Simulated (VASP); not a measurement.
**Ga3Cu: single point with LDA**

Crystal: Ga3Cu.

```
Ga Cu
1.0
     3.92472    0.00000    0.00000
     0.00000    3.92472    0.00000
     0.00000    0.00000    3.92472
Ga Cu
3 1
Direct
  0.00000 0.50000 0.50000
  0.50000 0.00000 0.50000
  0.50000 0.50000 0.00000
  0.00000 0.00000 0.00000
```

```json
{"Program": "VASP 6.6.1", "Task": "single point", "Functional": "LDA", "Potentials or basis": "VASP PAW LDA potentials, release 64 (Ga_d, Cu)", "Cutoff": "520 eV", "k mesh": "6 × 6 × 6", "Occupations": "methfessel-paxton, width 0.02 eV", "Spin": "no spin polarisation"}
```

* Pressure: -1.2 GPa
* Band gap on the k mesh: zero (band 25 reaches 9.40 eV, above the bottom of band 26 at 4.92 eV)

Levels at points of the mesh, in eV from the Fermi level:
```tsv
k point	band 21	band 22	band 23	band 24	band 25	band 26	band 27	band 28	band 29	band 30
(0.00, 0.00, 0.00)	-3.12	-2.40	-2.40	-2.40	-0.41	-0.41	1.05	6.09	6.09	6.09
(0.50, 0.00, 0.00)	-3.11	-3.03	-0.37	0.61	0.61	1.05	1.05	2.24	2.41	3.06
(0.50, 0.50, 0.00)	-3.44	-3.03	-2.85	-2.68	2.44	3.00	3.50	3.50	3.66	3.66
(0.50, 0.50, 0.50)	-3.86	-3.86	-2.99	-2.99	-2.04	-2.04	-2.04	-1.12	11.98	11.98
```

Run time: 50 s on 1 thread of Intel(R) Xeon(R) Platinum 8259CL CPU @ 2.50GHz (Skylake/Cascade Lake), with other jobs on the host, peak memory 0.16 GiB.
